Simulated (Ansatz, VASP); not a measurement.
**Two plane-wave programs on NaI**

```
CELL_PARAMETERS angstrom
0.00000 3.27599 3.27599
3.27599 0.00000 3.27599
3.27599 3.27599 0.00000
ATOMIC_POSITIONS crystal
Na 0.00000 0.00000 0.00000
I 0.50000 0.50000 0.50000
```

Alike in both runs: functional r2SCAN; k mesh 8 × 8 × 8; occupations fermi-dirac, width 0.02 eV; no spin polarisation.

Ansatz relaxed the structure, and its values are those at the end. VASP's run is a single point on that final structure, the one shown.

```csv
,VASP,Ansatz
version,VASP 6.6.1,Ansatz 0.2.0
potentials or method,"VASP PAW PBE potentials, release 64 (Na_pv, I), cutoff 520 eV",PAW plane waves
valence electrons in the cell,14,26
```

```csv
,VASP,Ansatz,Ansatz less VASP
gap on the k mesh at the Fermi level (eV),4.33,4.32,-0.010
pressure (GPa),-0.7,-0.7,+0.05
```

VASP's potentials were made for PBE, not for r2SCAN. VASP's potentials hold 14 valence electrons a cell and Ansatz's 26, so a difference there can come from the potentials and not from the codes. Ansatz's warnings: stress scf threshold loose.

Spin-orbit coupling is off throughout.
